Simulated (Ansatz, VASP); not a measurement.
**One calculation of BeS, two programs**

```
CELL_PARAMETERS angstrom
0.00000 2.31730 2.31730
2.31730 0.00000 2.31730
2.31730 2.31730 0.00000
ATOMIC_POSITIONS crystal
Be 0.00000 0.00000 0.00000
S 0.50000 0.50000 0.50000
```

Alike in both runs: task single point; functional PBE-based screened hybrid; k mesh 4 × 4 × 4; no spin polarisation.

|  | VASP | Ansatz |
| --- | --- | --- |
| version | VASP 6.6.1 | Ansatz 0.2.0 |
| potentials or method | VASP PAW PBE potentials, release 64 (Be, S) | plane waves |
| plane-wave cutoff (eV) | 520 | 420 |
| occupations | gaussian, width 0.01 eV | fixed |
| valence electrons in the cell | 8 | 8 |

|  | VASP | Ansatz | Ansatz less VASP |
| --- | --- | --- | --- |
| gap on the k mesh at the Fermi level (eV) | 3.89 | 3.93 | +0.038 |
| pressure (GPa) | -3.8 | -3.2 | +0.58 |

VASP's potentials were made for PBE, not for PBE-based screened hybrid. Ansatz's warnings: stress exchange threshold loose, stress scf threshold loose.

The k mesh is coarse, so the values compare programs but aren't converged.
